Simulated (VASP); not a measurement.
# La (Pm-3n) in VASP: notebook

La is run at these levels: BLYP; tasks: single point.

All numbers are computed with VASP 6.6.1; they aren't measurements. Logs are shortened: lines on timing, memory, paths and dates and some standing lists are left out, and cuts for length are marked.

## Step 1: The cell of the first run

It takes space group Pm-3n (No. 223, cubic). The conventional cell has a = 6.834 Å, b = 6.834 Å, c = 6.834 Å, α = 90.00°, β = 90.00°, γ = 90.00°. Within 5.0 Å of La (site symmetry m-3) lie 12 La at 3.82 Å. Within 4.5 Å of La (site symmetry -4m2) lie 14 La at 3.42 to 4.18 Å.

## Step 2: Single point, BLYP

The input, INCAR:

```
AGGAC = 1.0
AGGAX = 1.0
ALDAC = 0.0
ALDAX = 1.0
ALGO = Normal
EDIFF = 1E-7
ENCUT = 520
GGA = B5
ISIF = 2
ISMEAR = -1
LASPH = True
LCHARG = False
LREAL = False
LWAVE = False
NBANDS = 54
NELM = 60
PREC = Accurate
SIGMA = 0.1
```

The input, KPOINTS:

```
k-points
0
Gamma
  4 4 4
```

The input, POSCAR:

```
La
1.0
    6.8339439962      0.0000000000      0.0000000000
    0.0000000000      6.8339439962      0.0000000000
    0.0000000000      0.0000000000      6.8339439962
La
8
Direct
    1.0000000000      0.0000000000      1.0000000000
    0.5000000000      0.5000000000      0.5000000000
    0.2500000000      0.0000000000      0.5000000000
    0.7500000000      1.0000000000      0.5000000000
    0.5000000000      0.2500000000      1.0000000000
    0.5000000000      0.7500000000      1.0000000000
    0.0000000000      0.5000000000      0.2500000000
    0.0000000000      0.5000000000      0.7500000000
```

Potentials or basis: VASP PAW PBE potentials, release 64 (La).

Started as:

```sh
cat potpaw_PBE.64/La/POTCAR > POTCAR
mpirun -np 1 vasp_std > vasp.out
```

OUTCAR:

```text
EDIFF = 1E-7
   ENCUT = 520
   GGA = B5
   ISIF = 2
   ISMEAR = -1
   LASPH = True
   LREAL = False
   NELM = 60
   PREC = Accurate

 ion  position               nearest neighbor table
   1  0.000  0.000  0.000-
   2  0.500  0.500  0.500-
   3  0.250  0.000  0.500-   4 3.42   4 3.42
   4  0.750  0.000  0.500-   3 3.42   3 3.42
   5  0.500  0.250  0.000-   6 3.42   6 3.42
   6  0.500  0.750  0.000-   5 3.42   5 3.42
   7  0.000  0.500  0.250-   8 3.42   8 3.42
   8  0.000  0.500  0.750-   7 3.42   7 3.42

  LATTYP: Found a simple cubic cell.
 ALAT       =     6.8339439962

  Lattice vectors:

 A1 = (   6.8339439962,   0.0000000000,   0.0000000000)
 A2 = (   0.0000000000,   6.8339439962,   0.0000000000)
 A3 = (   0.0000000000,   0.0000000000,   6.8339439962)

Analysis of symmetry for initial positions (statically):
=====================================================================
 Subroutine PRICEL returns:
 Original cell was already a primitive cell.

 Routine SETGRP: Setting up the symmetry group for a
 simple cubic supercell.

 Subroutine GETGRP returns: Found 48 space group operations
 (whereof 24 operations were pure point group operations)
 out of a pool of 48 trial point group operations.

The static configuration has the point symmetry T_h .
 The point group associated with its full space group is O_h .

Analysis of symmetry for dynamics (positions and initial velocities):
=====================================================================
 Subroutine PRICEL returns:
 Original cell was already a primitive cell.

 Routine SETGRP: Setting up the symmetry group for a
 simple cubic supercell.

 Subroutine GETGRP returns: Found 48 space group operations
 (whereof 24 operations were pure point group operations)
 out of a pool of 48 trial point group operations.

The dynamic configuration has the point symmetry T_h .
 The point group associated with its full space group is O_h .

 Subroutine INISYM returns: Found 48 space group operations
 (whereof 24 operations are pure point group operations),
 and found     1 'primitive' translations

----------------------------------------------------------------------------------------

                                     Primitive cell

  volume of cell :     319.1643

  direct lattice vectors                    reciprocal lattice vectors
     6.833943996  0.000000000  0.000000000     0.146328387  0.000000000  0.000000000
     0.000000000  6.833943996  0.000000000     0.000000000  0.146328387  0.000000000
     0.000000000  0.000000000  6.833943996     0.000000000  0.000000000  0.146328387

  length of vectors
     6.833943996  6.833943996  6.833943996     0.146328387  0.146328387  0.146328387

  position of ions in fractional coordinates (direct lattice)
     0.000000000  0.000000000  0.000000000
     0.500000000  0.500000000  0.500000000
     0.250000000  0.000000000  0.500000000
     0.750000000  0.000000000  0.500000000
     0.500000000  0.250000000  0.000000000
     0.500000000  0.750000000  0.000000000
     0.000000000  0.500000000  0.250000000
     0.000000000  0.500000000  0.750000000

  ion indices of the primitive-cell ions
   primitive index   ion index
                 1           1
                 2           2
                 3           3
                 4           4
                 5           5
                 6           6
                 7           7
                 8           8

----------------------------------------------------------------------------------------

 KPOINTS: k-points

Automatic generation of k-mesh.
 Grid dimensions read from file:
 generate k-points for:    4    4    4

 Generating k-lattice:

  Cartesian coordinates                     Fractional coordinates (reciprocal lattice)
     0.036582097  0.000000000  0.000000000     0.250000000  0.000000000  0.000000000
     0.000000000  0.036582097  0.000000000     0.000000000  0.250000000  0.000000000
     0.000000000  0.000000000  0.036582097     0.000000000  0.000000000  0.250000000

  Length of vectors
     0.036582097  0.036582097  0.036582097

  Shift w.r.t. Gamma in fractional coordinates (k-lattice)
     0.000000000  0.000000000  0.000000000

 Subroutine IBZKPT returns following result:
 ===========================================

 Found     10 irreducible k-points:

 Following reciprocal coordinates:
            Coordinates               Weight
  0.000000  0.000000  0.000000      1.000000
  0.250000  0.000000  0.000000      6.000000
  0.500000  0.000000  0.000000      3.000000
  0.250000  0.250000  0.000000     12.000000
  0.500000  0.250000  0.000000     12.000000
  0.500000  0.500000  0.000000      3.000000
  0.250000  0.250000  0.250000      8.000000
  0.500000  0.250000  0.250000     12.000000
  0.500000  0.500000  0.250000      6.000000
  0.500000  0.500000  0.500000      1.000000
   k-points           NKPTS =     10   k-points in BZ     NKDIM =     10   number of bands    NBANDS=     54
   number of dos      NEDOS =    301   number of ions     NIONS =      8
   total plane-waves  NPLWV = 157464
   dimension x,y,z NGX =    54 NGY =   54 NGZ =   54
   dimension x,y,z NGXF=   108 NGYF=  108 NGZF=  108
   ions per type =               8
   NGX,Y,Z   is equivalent  to a cutoff of  13.14, 13.14, 13.14 a.u.
   NGXF,Y,Z  is equivalent  to a cutoff of  26.27, 26.27, 26.27 a.u.
 SYSTEM =  unknown system
   PREC   = accura    normal or accurate (medium, high low for compatibility)
   ISTART =      0    job   : 0-new  1-cont  2-samecut
   ICHARG =      2    charge: 1-file 2-atom 10-const
   ISPIN  =      1    spin polarized calculation?
   LNONCOLLINEAR =      F non collinear calculations
   LSORBIT =      F    spin-orbit coupling
   LASPH  =      T    aspherical Exc in radial PAW
   ENCUT  =  520.0 eV  38.22 Ry    6.18 a.u.  12.71 12.71 12.71*2*pi/ulx,y,z
   NELM   =     60;   NELMIN=  2; NELMDL= -5     # of ELM steps
   EDIFF  = 0.1E-06   stopping-criterion for ELM
   LREAL  =      F    real-space projection
   EDIFFG = 0.1E-05   stopping-criterion for IOM
   NSW    =      0    number of steps for IOM
   IBRION =     -1    ionic relax: 0-MD 1-quasi-New 2-CG
   NFREE  =      0    steps in history (QN), initial steepest desc. (CG)
   ISIF   =      2    stress and relaxation
   ISYM   =      2    0-nonsym 1-usesym 2-fastsym
   POTIM  = 0.5000    time-step for ionic-motion
   TEBEG  =    0.0;   TEEND  =   0.0 temperature during run
   PSTRESS=    0.0 pullay stress
   NELECT =      88.0000    total number of electrons
   NUPDOWN=      -1.0000    fix difference up-down
   EMIN   =  10.00;   EMAX   =-10.00  energy-range for DOS
   EFERMI =   0.00;   METHOD = LEGACY
   ISMEAR =    -1;   SIGMA  =   0.10  broadening in eV -4-tet -1-fermi 0-gaus
   EFERMI_NEDOS =   21; number of points for ismear=-14 and -15
   IALGO  =     38    algorithm
   IMIX   =      4    mixing-type and parameters
     AMIX     =   0.40;   BMIX     =  1.00
     AMIX_MAG =   1.60;   BMIX_MAG =  1.00
  volume/ion in A,a.u.               =      39.90       269.23
  Fermi-wavevector in a.u.,A,eV,Ry     =   1.065527  2.013553 15.447334  1.135347
  Thomas-Fermi vector in A             =   2.201081
   LORBIT       =      0    0 simple, 1 ext, 2 COOP (PROOUT), +10 PAW based schemes
   GGA     = B5    functional components
   LHFCALC =     F    Hartree Fock is set to
   AEXX    =    0.0000 exact exchange contribution
   IVDW    =     0    specifies the selected vdW correction
   LEPSILON=     F    determine dielectric tensor
   LRPA    =     F    only Hartree local field effects (RPA)
 non-spin polarized calculation
  energy-cutoff  :      520.00
  volume of cell :      319.16
 maximum number of plane-waves:      8642
 NGX is ok and might be reduce to    54
   NGX = 25   NGY = 25   NGZ = 25

 number of electron      87.9999989 magnetization

 Free energy of the ion-electron system (eV)
  ---------------------------------------------------
  ext. energy  EPLUGINS =         0.00000000
  ---------------------------------------------------
  free energy    TOTEN  =       -30.97226348 eV

  energy without entropy =      -30.35370554  energy(sigma->0) =      -30.66298451

 E-fermi :   7.6962     XC(G=0):  -8.7058

 val. band max:        7.6811467524   @ k =   0.2500   0.0000   0.0000
 cond. band min:       7.7073451911   @ k =   0.2500   0.2500   0.0000
 fundamental gap:      0.0261984387
 Fermi energy:         7.6962388431

 k-point     1 :       0.0000    0.0000    0.0000
  band No.  band energies     occupation
      1     -25.2660      2.00000
      2     -25.1700      2.00000
      3     -25.1700      2.00000
      4     -25.0979      2.00000
      5     -25.0511      2.00000
      6     -25.0125      2.00000
[... 46 lines left out ...]
     53       8.5893      0.00026
     54       8.5893      0.00026

 k-point     2 :       0.2500    0.0000    0.0000
  band No.  band energies     occupation
      1     -25.2477      2.00000
      2     -25.1775      2.00000
      3     -25.1534      2.00000
      4     -25.1018      2.00000
      5     -25.0567      2.00000
      6     -25.0323      2.00000
[... 46 lines left out ...]
     53       8.6439      0.00015
     54       8.7798      0.00004

 k-point     3 :       0.5000    0.0000    0.0000
  band No.  band energies     occupation
      1     -25.2077      2.00000
      2     -25.2077      2.00000
      3     -25.1170      2.00000
      4     -25.1170      2.00000
      5     -25.0609      2.00000
      6     -25.0609      2.00000
[... 46 lines left out ...]
     53       8.6253      0.00018
     54       8.6253      0.00018
[... 286 lines left out ...]
 k-point     9 :       0.5000    0.5000    0.2500
  band No.  band energies     occupation
      1     -25.1622      2.00000
      2     -25.1256      2.00000
      3     -25.1256      2.00000
      4     -25.1134      2.00000
      5     -25.0889      2.00000
      6     -25.0736      2.00000
[... 46 lines left out ...]
     53       8.6860      0.00010
     54       8.6978      0.00009

 k-point    10 :       0.5000    0.5000    0.5000
  band No.  band energies     occupation
      1     -25.1012      2.00000
      2     -25.1012      2.00000
      3     -25.1012      2.00000
      4     -25.1012      2.00000
      5     -25.1012      2.00000
      6     -25.1012      2.00000
[... 46 lines left out ...]
     53       8.7516      0.00005
     54       8.7516      0.00005

------------------------ aborting loop because EDIFF is reached ----------------------------------------

  FORCE on cell =-STRESS in cart. coord.  units (eV):
  Direction    XX          YY          ZZ          XY          YZ          ZX
  --------------------------------------------------------------------------------------
  -------------------------------------------------------------------------------------
  Total       -0.0002904     -0.0002904     -0.0002904     -0.0000000      0.0000000      0.0000000
  in kB       -0.0014577     -0.0014577     -0.0014577     -0.0000000      0.0000000      0.0000000
  external PRESSURE =      -0.0014577 kB  Pullay stress =       0.0000000 kB

 VOLUME and BASIS-vectors are now :
 -----------------------------------------------------------------------------
  energy-cutoff  :      520.00
  volume of cell :      319.16
      direct lattice vectors                 reciprocal lattice vectors
     6.833943996  0.000000000  0.000000000     0.146328387  0.000000000  0.000000000
     0.000000000  6.833943996  0.000000000     0.000000000  0.146328387  0.000000000
     0.000000000  0.000000000  6.833943996     0.000000000  0.000000000  0.146328387

 POSITION                                       TOTAL-FORCE (eV/Angst)
 -----------------------------------------------------------------------------------
      0.00000      0.00000      0.00000        -0.000000      0.000000      0.000000
      3.41697      3.41697      3.41697        -0.000000      0.000000      0.000000
      1.70849      0.00000      3.41697        -0.000000     -0.000000      0.000000
      5.12546      0.00000      3.41697         0.000000      0.000000     -0.000000
      3.41697      1.70849      0.00000         0.000000      0.000000     -0.000000
      3.41697      5.12546      0.00000        -0.000000     -0.000000      0.000000
      0.00000      3.41697      1.70849        -0.000000     -0.000000      0.000000
      0.00000      3.41697      5.12546        -0.000000     -0.000000     -0.000000
 -----------------------------------------------------------------------------------
    total drift:                                0.000000      0.000000     -0.000000

  FREE ENERGIE OF THE ION-ELECTRON SYSTEM (eV)
  ---------------------------------------------------
  free  energy   TOTEN  =       -30.9722634835 eV

  energy  without entropy=      -30.3537055401  energy(sigma->0) =      -30.66298451
```

Run time: 8.4 min. Hardware: 1 thread of AMD EPYC 7R43 (Zen 3), shared host; peak memory 0.43 GiB.

What came out:

```yaml
Free_energy: -30.9723 eV
Pressure: 0.0 GPa
Band_gap_on_the_k_mesh: zero (bands 44 and 45 overlap by 0.06 eV)
```

Caveat: the PAW data sets were made with another functional, which shifts forces and pressure a little; spin-orbit coupling is left out, which moves the levels of the heavy elements.

## Step 3: Single point, BLYP

The input, INCAR:

```
PREC = Accurate
ENCUT = 520
EDIFF = 1E-6
ISMEAR = -1
SIGMA = 0.1
LREAL = F
LASPH = T
NELM = 80
ALGO = Normal
ISIF = 2
LWAVE = F
LCHARG = T
GGA = B5
ALDAX = 1.0
AGGAX = 1.0
AGGAC = 1.0
ALDAC = 0.0
LELF = T
LVHAR = T
NBANDS = 54
```

The input, KPOINTS:

```
regular mesh
0
Gamma
  5 5 5
```

POSCAR is that of step 2.

Potentials or basis: VASP PAW PBE potentials, release 64 (La).

Started as:

```sh
cat potpaw_PBE.64/La/POTCAR > POTCAR
mpirun -np 1 vasp_std > vasp.out
```

It took 8.9 min on 1 thread of AMD EPYC 7R43 (Zen 3), shared host; peak memory 0.42 GiB.

It converged, with:

```
Free energy            : -30.9555 eV
Pressure               : 0.0 GPa
Band gap on the k mesh : zero (bands 44 and 45 overlap by 0.08 eV)
```

Levels at points of the mesh, in eV from the Fermi level:
| k point | band 42 | band 43 | band 44 | band 45 | band 46 | band 47 |
| --- | --- | --- | --- | --- | --- | --- |
| (0.00, 0.00, 0.00) | -0.30 | -0.25 | -0.13 | 0.23 | 0.23 | 0.23 |

Caveat: the PAW data sets were made with another functional, which shifts forces and pressure a little; spin-orbit coupling is left out, which moves the levels of the heavy elements.
